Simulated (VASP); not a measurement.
NaCl, 2 atoms in the cell. Symmetry: Pm-3m, No. 221, cubic system. The conventional cell has a = 3.479 Å, b = 3.479 Å, c = 3.479 Å, α = 90.00°, β = 90.00°, γ = 90.00°. Cl (site symmetry m-3m) has 8 Na at 3.01 Å and 6 Cl at 3.48 Å within 4.0 Å. Within 4.0 Å of Na (site symmetry m-3m) lie 8 Cl at 3.01 Å and 6 Na at 3.48 Å. 

```yaml
Program: VASP 6.6.1
Task: single point
Functional: PBE
Potentials_or_basis: VASP PAW PBE potentials, release 64 (Cl, Na_pv)
Cutoff: 520 eV
k_mesh: 8 × 8 × 8
Occupations: fermi-dirac, width 0.05 eV
Spin: no spin polarisation
Dipole_correction: no
Further_INCAR_settings: ALGO = Normal; EDIFF = 1e-07; NBANDS = 14
```

Potentials or basis: VASP PAW PBE potentials, release 64 (Cl, Na_pv).

Command:

```bash
$ cat potpaw_PBE.64/Cl/POTCAR potpaw_PBE.64/Na_pv/POTCAR > POTCAR
$ mpirun -np 1 vasp_std > vasp.out
```

Hardware: 1 thread of AMD EPYC 7R13, on a shared host.

Q: How long does it take, and how much memory?

A: Wall time 28 s on 1 thread of AMD EPYC 7R13, with other jobs on the host, peak memory 0.13 GiB. Counts: scf iterations 14, k points 35.
